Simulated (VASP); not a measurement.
A run of VASP 6.6.1 is set up as follows.

File INCAR:

```
SYSTEM = B2C
ALGO = Normal ; EDIFF = 1E-7
EDIFFG = -0.001 ; ENCUT = 600
GGA = PE ; IBRION = 2
ISIF = 3 ; ISMEAR = 0
LASPH = .True. ; LCHARG = .False.
LREAL = .False. ; LWAVE = .False.
NELM = 100 ; NSW = 80
PREC = Accurate ; SIGMA = 0.1
```

The input KPOINTS:

```
k-points
0
Gamma
  16 16 16
  0 0 0
```

Contents of POSCAR:

```
B2C
1.0
   -1.3691723394      1.3691723394      5.8889693893
    1.3691723394     -1.3691723394      5.8889693893
    1.3691723394      1.3691723394     -5.8889693893
B C
4 2
Direct
    0.4351405797      0.9351405797      0.5000000000
    0.0648594203      0.5648594203      0.5000000000
    0.3148594203      0.3148594203      0.0000000000
    0.6851405797      0.6851405797      0.0000000000
    0.0000000000      0.0000000000      0.0000000000
    0.7500000000      0.2500000000      0.5000000000
```

Potentials or basis: VASP PAW PBE potentials, release 64 (B, C).

Command:

```console
$ cat potpaw_PBE.64/B/POTCAR potpaw_PBE.64/C/POTCAR > POTCAR
$ mpirun -np 1 vasp_std > vasp.out
```

Q: Predict the space group after relaxing (to 0.1 Å).

A: I4_1/amd (No. 141).

Q: Predict the relaxed cell.

A: a = 6.196 Å, b = 6.196 Å, c = 6.196 Å, α = 154.47°, β = 154.47°, γ = 36.42°.

Q: What does it give for the band gap on the k mesh?

A: Zero (bands 10 and 11 overlap by 5.73 eV).

Q: Estimate the relaxed volume.

A: 7.36 Å³/atom.

Final structure:
```
CELL_PARAMETERS angstrom
-1.36923 1.36923 5.88580
1.36923 -1.36923 5.88580
1.36923 1.36923 -5.88580
ATOMIC_POSITIONS crystal
B 0.43510 0.93510 0.50000
B 0.06490 0.56490 0.50000
B 0.31490 0.31490 0.00000
B 0.68510 0.68510 0.00000
C 0.00000 0.00000 0.00000
C 0.75000 0.25000 0.50000
```
